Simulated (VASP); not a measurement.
# AlAs (F-43m) in VASP: single point with PBE

Aim: the single point of AlAs with PBE.

Everything below comes from runs of VASP 6.6.1. Logs are shortened: lines on timing, memory, paths and dates and some standing lists are left out, and cuts for length are marked.

## (1) The cell of the first run

Symmetry: F-43m, No. 216, cubic system. Conventional cell: a = 5.727 Å, b = 5.727 Å, c = 5.727 Å, α = 90.00°, β = 90.00°, γ = 90.00°. Within 3.3 Å of Al (site symmetry -43m) lie 4 As at 2.48 Å. Within 3.3 Å of As (site symmetry -43m) lie 4 Al at 2.48 Å.

## (2) Single point, PBE

The input, INCAR:

```
SYSTEM = AlAs
PREC     = Accurate       ! precision mode
ENCUT    = 500            ! plane-wave cutoff, eV
EDIFF    = 1E-6           ! SCF threshold, eV
ISMEAR   = 0              ! smearing method
SIGMA    = 0.02           ! smearing width, eV
LREAL    = .FALSE.        ! projectors in reciprocal space
LASPH    = .TRUE.         ! aspherical terms in the spheres
NELM     = 120            ! most SCF steps
ALGO     = Normal         ! electronic algorithm
ISIF     = 2              ! what is computed and relaxed
LWAVE    = .FALSE.        ! write WAVECAR
LCHARG   = .FALSE.        ! write CHGCAR
GGA      = PE             ! functional
NBANDS   = 11             ! bands
GGA_COMPAT= .FALSE.
```

The input, KPOINTS:

```
Automatic mesh
0
G
  8 8 8
  0 0 0
```

The input, POSCAR:

```
AlAs
1.0
    0.0000000000      2.8636840534      2.8636840534
    2.8636840534      0.0000000000      2.8636840534
    2.8636840534      2.8636840534      0.0000000000
Al As
1 1
Direct
    0.0000000000      0.0000000000      0.0000000000
    0.7500000000      0.7500000000      0.7500000000
```

Potentials or basis: VASP PAW PBE potentials, release 64 (Al, As).

Run with:

```console
> cat potpaw_PBE.64/Al/POTCAR potpaw_PBE.64/As/POTCAR > POTCAR
> mpirun -np 1 vasp_std > vasp.out
```

OUTCAR:

```text
SYSTEM = AlAs
   PREC = Accurate
   ENCUT = 500
   EDIFF = 1E-6
   ISMEAR = 0
   LREAL = .FALSE.
   LASPH = .TRUE.
   NELM = 120
   ISIF = 2
   GGA = PE

 ion  position               nearest neighbor table
   1  0.000  0.000  0.000-   2 2.48   2 2.48   2 2.48   2 2.48
   2  0.750  0.750  0.750-   1 2.48   1 2.48   1 2.48   1 2.48

  LATTYP: Found a face centered cubic cell.
 ALAT       =     5.7273681068

  Lattice vectors:

 A1 = (   0.0000000000,   2.8636840534,   2.8636840534)
 A2 = (   2.8636840534,   0.0000000000,   2.8636840534)
 A3 = (   2.8636840534,   2.8636840534,   0.0000000000)

Analysis of symmetry for initial positions (statically):
=====================================================================
 Subroutine PRICEL returns:
 Original cell was already a primitive cell.

 Routine SETGRP: Setting up the symmetry group for a
 face centered cubic supercell.

 Subroutine GETGRP returns: Found 24 space group operations
 (whereof 24 operations were pure point group operations)
 out of a pool of 48 trial point group operations.

The static configuration has the point symmetry T_d .

Analysis of symmetry for dynamics (positions and initial velocities):
=====================================================================
 Subroutine PRICEL returns:
 Original cell was already a primitive cell.

 Routine SETGRP: Setting up the symmetry group for a
 face centered cubic supercell.

 Subroutine GETGRP returns: Found 24 space group operations
 (whereof 24 operations were pure point group operations)
 out of a pool of 48 trial point group operations.

The dynamic configuration has the point symmetry T_d .

 Subroutine INISYM returns: Found 24 space group operations
 (whereof 24 operations are pure point group operations),
 and found     1 'primitive' translations

----------------------------------------------------------------------------------------

                                     Primitive cell

  volume of cell :      46.9683

  direct lattice vectors                    reciprocal lattice vectors
     0.000000000  2.863684053  2.863684053    -0.174600267  0.174600267  0.174600267
     2.863684053  0.000000000  2.863684053     0.174600267 -0.174600267  0.174600267
     2.863684053  2.863684053  0.000000000     0.174600267  0.174600267 -0.174600267

  length of vectors
     4.049860827  4.049860827  4.049860827     0.302416533  0.302416533  0.302416533

  position of ions in fractional coordinates (direct lattice)
     0.000000000  0.000000000  0.000000000
     0.750000000  0.750000000  0.750000000

  ion indices of the primitive-cell ions
   primitive index   ion index
                 1           1
                 2           2

----------------------------------------------------------------------------------------

 KPOINTS: Automatic mesh

Automatic generation of k-mesh.
 Grid dimensions read from file:
 generate k-points for:    8    8    8

 Generating k-lattice:

  Cartesian coordinates                     Fractional coordinates (reciprocal lattice)
    -0.021825033  0.021825033  0.021825033     0.125000000  0.000000000  0.000000000
     0.021825033 -0.021825033  0.021825033     0.000000000  0.125000000  0.000000000
     0.021825033  0.021825033 -0.021825033     0.000000000  0.000000000  0.125000000

  Length of vectors
     0.037802067  0.037802067  0.037802067

  Shift w.r.t. Gamma in fractional coordinates (k-lattice)
     0.000000000  0.000000000  0.000000000

 Subroutine IBZKPT returns following result:
 ===========================================

 Found     29 irreducible k-points:

 Following reciprocal coordinates:
            Coordinates               Weight
  0.000000  0.000000  0.000000      1.000000
  0.125000  0.000000  0.000000      8.000000
  0.250000  0.000000  0.000000      8.000000
  0.375000  0.000000  0.000000      8.000000
  0.500000  0.000000  0.000000      4.000000
  0.125000  0.125000  0.000000      6.000000
[... 16 lines left out ...]
  0.500000  0.250000  0.125000     48.000000
 -0.375000  0.250000  0.125000     24.000000
 [... further k-points ...]
   k-points           NKPTS =     29   k-points in BZ     NKDIM =     29   number of bands    NBANDS=     11
   number of dos      NEDOS =    301   number of ions     NIONS =      2
   total plane-waves  NPLWV =  27000
   dimension x,y,z NGX =    30 NGY =   30 NGZ =   30
   dimension x,y,z NGXF=    60 NGYF=   60 NGZF=   60
   ions per type =               1   1
   NGX,Y,Z   is equivalent  to a cutoff of  12.31, 12.31, 12.31 a.u.
   NGXF,Y,Z  is equivalent  to a cutoff of  24.63, 24.63, 24.63 a.u.
 SYSTEM =  AlAs
   PREC   = accura    normal or accurate (medium, high low for compatibility)
   ISTART =      0    job   : 0-new  1-cont  2-samecut
   ICHARG =      2    charge: 1-file 2-atom 10-const
   ISPIN  =      1    spin polarized calculation?
   LNONCOLLINEAR =      F non collinear calculations
   LSORBIT =      F    spin-orbit coupling
   LASPH  =      T    aspherical Exc in radial PAW
   ENCUT  =  500.0 eV  36.75 Ry    6.06 a.u.   7.38  7.38  7.38*2*pi/ulx,y,z
   NELM   =    120;   NELMIN=  2; NELMDL= -5     # of ELM steps
   EDIFF  = 0.1E-05   stopping-criterion for ELM
   LREAL  =      F    real-space projection
   EDIFFG = 0.1E-04   stopping-criterion for IOM
   NSW    =      0    number of steps for IOM
   IBRION =     -1    ionic relax: 0-MD 1-quasi-New 2-CG
   NFREE  =      0    steps in history (QN), initial steepest desc. (CG)
   ISIF   =      2    stress and relaxation
   ISYM   =      2    0-nonsym 1-usesym 2-fastsym
   POTIM  = 0.5000    time-step for ionic-motion
   TEBEG  =    0.0;   TEEND  =   0.0 temperature during run
   PSTRESS=    0.0 pullay stress
   NELECT =       8.0000    total number of electrons
   NUPDOWN=      -1.0000    fix difference up-down
   EMIN   =  10.00;   EMAX   =-10.00  energy-range for DOS
   EFERMI =   0.00;   METHOD = LEGACY
   ISMEAR =     0;   SIGMA  =   0.02  broadening in eV -4-tet -1-fermi 0-gaus
   EFERMI_NEDOS =   21; number of points for ismear=-14 and -15
   IALGO  =     38    algorithm
   IMIX   =      4    mixing-type and parameters
     AMIX     =   0.40;   BMIX     =  1.00
     AMIX_MAG =   1.60;   BMIX_MAG =  1.00
  volume/ion in A,a.u.               =      23.48       158.48
  Fermi-wavevector in a.u.,A,eV,Ry     =   0.907479  1.714886 11.204635  0.823517
  Thomas-Fermi vector in A             =   2.031291
   LORBIT       =      0    0 simple, 1 ext, 2 COOP (PROOUT), +10 PAW based schemes
   GGA     = PE    functional components
   LHFCALC =     F    Hartree Fock is set to
   AEXX    =    0.0000 exact exchange contribution
   IVDW    =     0    specifies the selected vdW correction
   LEPSILON=     F    determine dielectric tensor
   LRPA    =     F    only Hartree local field effects (RPA)
 non-spin polarized calculation
 Gauss-broadening in eV      SIGMA  =   0.02
  energy-cutoff  :      500.00
  volume of cell :       46.97
 maximum number of plane-waves:      1243
 NGX is ok and might be reduce to    30
   NGX = 15   NGY = 15   NGZ = 15

 number of electron       7.9999999 magnetization

 Free energy of the ion-electron system (eV)
  ---------------------------------------------------
  ext. energy  EPLUGINS =         0.00000000
  ---------------------------------------------------
  free energy    TOTEN  =        -9.38796795 eV

  energy without entropy =       -9.38796795  energy(sigma->0) =       -9.38796795

 E-fermi :   3.6770     XC(G=0):  -8.9056

 val. band max:        3.5961720295   @ k =   0.0000   0.0000   0.0000
 cond. band min:       5.0901109424   @ k =   0.5000   0.5000   0.0000
 fundamental gap:      1.4939389130
 Fermi energy:         3.6770294379

 k-point     1 :       0.0000    0.0000    0.0000
  band No.  band energies     occupation
      1      -8.0760      2.00000
      2       3.5962      2.00000
      3       3.5962      2.00000
      4       3.5962      2.00000
      5       5.3809      0.00000
      6       7.8235      0.00000
      7       7.8235      0.00000
      8       7.8235      0.00000
      9      12.2803      0.00000
     10      12.5389      0.00000
     11      12.5389      0.00000

 k-point     2 :       0.1250    0.0000    0.0000
  band No.  band energies     occupation
      1      -7.9299      2.00000
      2       2.1717      2.00000
      3       3.4406      2.00000
      4       3.4406      2.00000
      5       6.1799      0.00000
      6       8.0966      0.00000
      7       8.0966      0.00000
      8       8.1814      0.00000
      9      11.9567      0.00000
     10      11.9567      0.00000
     11      13.0002      0.00000

 k-point     3 :       0.2500    0.0000    0.0000
  band No.  band energies     occupation
      1      -7.5261      2.00000
      2       0.2715      2.00000
      3       3.1324      2.00000
      4       3.1324      2.00000
      5       6.0650      0.00000
      6       8.4416      0.00000
      7       8.4416      0.00000
      8       9.8447      0.00000
      9      11.8468      0.00000
     10      11.8468      0.00000
     11      12.8878      0.00000

 k-point     4 :       0.3750    0.0000    0.0000
  band No.  band energies     occupation
      1      -7.0083      2.00000
      2      -1.2174      2.00000
      3       2.8853      2.00000
      4       2.8853      2.00000
      5       5.7360      0.00000
      6       8.3549      0.00000
      7       8.3549      0.00000
      8      11.1900      0.00000
      9      13.0902      0.00000
     10      13.0902      0.00000
     11      13.1146      0.00000

 k-point     5 :       0.5000    0.0000    0.0000
  band No.  band energies     occupation
      1      -6.7349      2.00000
      2      -1.8232      2.00000
      3       2.7954      2.00000
      4       2.7954      2.00000
      5       5.6094      0.00000
      6       8.2496      0.00000
      7       8.2496      0.00000
      8      11.2788      0.00000
      9      14.5054      0.00000
     10      14.9948      0.00000
     11      14.9948      0.00000
[... 211 lines left out ...]
 k-point    21 :       0.5000    0.5000    0.0000
  band No.  band energies     occupation
      1      -6.2173      2.00000
      2      -1.7162      2.00000
      3       1.4997      2.00000
      4       1.4997      2.00000
      5       5.0901      0.00000
      6       5.8850      0.00000
      7      13.6594      0.00000
      8      13.6594      0.00000
      9      14.9929      0.00000
     10      15.9575      0.00000
     11      15.9575      0.00000

 k-point    22 :       0.3750    0.2500    0.1250
  band No.  band energies     occupation
      1      -7.1891      2.00000
      2      -0.1151      2.00000
      3       1.7159      2.00000
      4       2.6524      2.00000
      5       7.1511      0.00000
      6       7.6994      0.00000
      7       8.8691      0.00000
      8       9.9937      0.00000
      9      11.6351      0.00000
     10      13.8736      0.00000
     11      15.3813      0.00000

 k-point    23 :       0.5000    0.2500    0.1250
  band No.  band energies     occupation
      1      -6.7247      2.00000
      2      -1.0848      2.00000
      3       1.1445      2.00000
      4       2.2874      2.00000
      5       7.2036      0.00000
      6       7.9824      0.00000
      7       9.2855      0.00000
      8      10.3472      0.00000
      9      12.7670      0.00000
     10      13.9717      0.00000
     11      15.5907      0.00000

 k-point    24 :      -0.3750    0.2500    0.1250
  band No.  band energies     occupation
      1      -6.4874      2.00000
      2      -1.5386      2.00000
      3       0.9936      2.00000
      4       2.1126      2.00000
      5       7.1772      0.00000
      6       7.8073      0.00000
      7      10.1363      0.00000
      8      11.1001      0.00000
      9      11.8162      0.00000
     10      14.4605      0.00000
     11      15.6818      0.00000

 [... further k-points ...]
[... 5 lines left out ...]
  --------------------------------------------------------------------------------------
  -------------------------------------------------------------------------------------
  Total        0.0565734      0.0565734      0.0565734      0.0000000      0.0000000     -0.0000000
  in kB        1.9298235      1.9298235      1.9298235      0.0000000      0.0000000     -0.0000000
  external PRESSURE =       1.9298235 kB  Pullay stress =       0.0000000 kB

 VOLUME and BASIS-vectors are now :
 -----------------------------------------------------------------------------
  energy-cutoff  :      500.00
  volume of cell :       46.97
      direct lattice vectors                 reciprocal lattice vectors
     0.000000000  2.863684053  2.863684053    -0.174600267  0.174600267  0.174600267
     2.863684053  0.000000000  2.863684053     0.174600267 -0.174600267  0.174600267
     2.863684053  2.863684053  0.000000000     0.174600267  0.174600267 -0.174600267

 POSITION                                       TOTAL-FORCE (eV/Angst)
 -----------------------------------------------------------------------------------
      0.00000      0.00000      0.00000         0.000000     -0.000000     -0.000000
      4.29553      4.29553      4.29553        -0.000000      0.000000      0.000000
 -----------------------------------------------------------------------------------
    total drift:                               -0.000000     -0.000000      0.000000

  FREE ENERGIE OF THE ION-ELECTRON SYSTEM (eV)
  ---------------------------------------------------
  free  energy   TOTEN  =        -9.3879679535 eV

  energy  without entropy=       -9.3879679534  energy(sigma->0) =       -9.38796795
```

Wall time 10 s (1 thread of Intel Xeon 6975P-C (Granite Rapids), shared host); peak memory 0.16 GiB.

What came out:

| Item | Value |
| --- | --- |
| Free energy | -9.3880 eV |
| Pressure | 0.2 GPa |
| Band gap on the k mesh | 1.49 eV (least direct gap 1.78 eV) |

A k mesh can miss the band edges. As with any semilocal functional, this PBE gap is likely too small.
